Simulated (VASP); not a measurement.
ZnO: single point with LDA

ZnO:

```
Zn O
1.0
     3.24980    0.00000    0.00000
    -1.62490    2.81441    0.00000
     0.00000    0.00000    5.20660
Zn O
2 2
Direct
  0.33333 0.66667 0.00000
  0.66667 0.33333 0.50000
  0.33333 0.66667 0.37590
  0.66667 0.33333 0.87590
```

```
Program                : VASP 6.6.1
Task                   : single point
Functional             : LDA
Potentials or basis    : VASP PAW LDA potentials, release 64 (Zn, O)
Cutoff                 : 520 eV
k mesh                 : 9 × 9 × 6
Occupations            : gaussian, width 0.01 eV
Spin                   : no spin polarisation
Dipole correction      : no
Further INCAR settings : ALGO = Normal; EDIFF = 1e-07; NBANDS = 26
```

```
Pressure               : -6.1 GPa
Largest force          : 0.166 eV/Å
Band gap on the k mesh : 0.74 eV, direct
```

Forces in eV/Å, atoms in the order of the input:
```
Zn   0.000  0.000 -0.166
Zn   0.000  0.000 -0.166
O    0.000  0.000  0.166
O    0.000  0.000  0.166
```

Stress tensor (GPa, compression positive):
```
-7.13  0.00  0.00
 0.00 -7.13  0.00
 0.00  0.00 -3.94
```

Levels at points of the mesh, in eV from the valence-band top:
| k point | band 16 | band 17 | band 18 | band 19 | band 20 | band 21 |
| --- | --- | --- | --- | --- | --- | --- |
| (0.00, 0.00, 0.00) | -0.05 | 0.00 | 0.00 | 0.74 | 5.10 | 8.14 |
| (0.00, 0.00, 0.50) | -0.42 | -0.42 | -0.42 | 3.39 | 3.39 | 9.96 |

Run time: 120 s on 1 thread of AMD EPYC 7R13 (shared host), peak memory 0.14 GiB.
